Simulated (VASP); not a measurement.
Input of a VASP 6.6.1 run:

Contents of INCAR:

```
PREC = Accurate ; ENCUT = 600
EDIFF = 1E-6 ; ISMEAR = 0
SIGMA = 0.1 ; LREAL = False
LASPH = True ; NELM = 120
ALGO = Normal ; ISIF = 2
LWAVE = False ; LCHARG = False
GGA = PE ; NBANDS = 46
GGA_COMPAT = False
```

The input KPOINTS:

```
Automatic mesh
0
Gamma
  6 6 4
```

Contents of POSCAR:

```
Zr2TiO6
1.0
    7.4613814920     -1.6200463354      0.0000000000
    7.4613814920      1.6200463354      0.0000000000
   -0.2320768966      0.0000000000      4.9080417420
Zr Ti O
2 1 6
Direct
    0.3390190666      0.3530768795      0.4931762218
    0.6469231205      0.6609809334      0.5068237782
    0.0877759151      0.9122240849      0.0000000000
    0.4219233668      0.4576561813      0.1869340918
    0.7687763792      0.7878040930      0.3102598087
    0.0836823027      0.1027136814      0.2854703657
    0.8972863186      0.9163176973      0.7145296343
    0.2121959070      0.2312236208      0.6897401913
    0.5423438187      0.5780766332      0.8130659082
```

Potentials or basis: VASP PAW PBE potentials, release 64 (Zr_sv, Ti_sv, O).

The run is started by

```bash
$ cat potpaw_PBE.64/Zr_sv/POTCAR potpaw_PBE.64/Ti_sv/POTCAR potpaw_PBE.64/O/POTCAR > POTCAR
$ mpirun -np 1 vasp_std > vasp.out
```

Q: Predict the band gap on the k mesh.

A: 3.23 eV (least direct gap 3.26 eV).

Q: Estimate the pressure.

A: 0.2 GPa.

Q: Predict the largest force.

A: 0.102 eV/Å.

Stress tensor (GPa, compression positive):
```
 0.23  0.00 -0.01
 0.00  0.23  0.00
-0.01  0.00  0.09
```

A k mesh can miss the band edges.
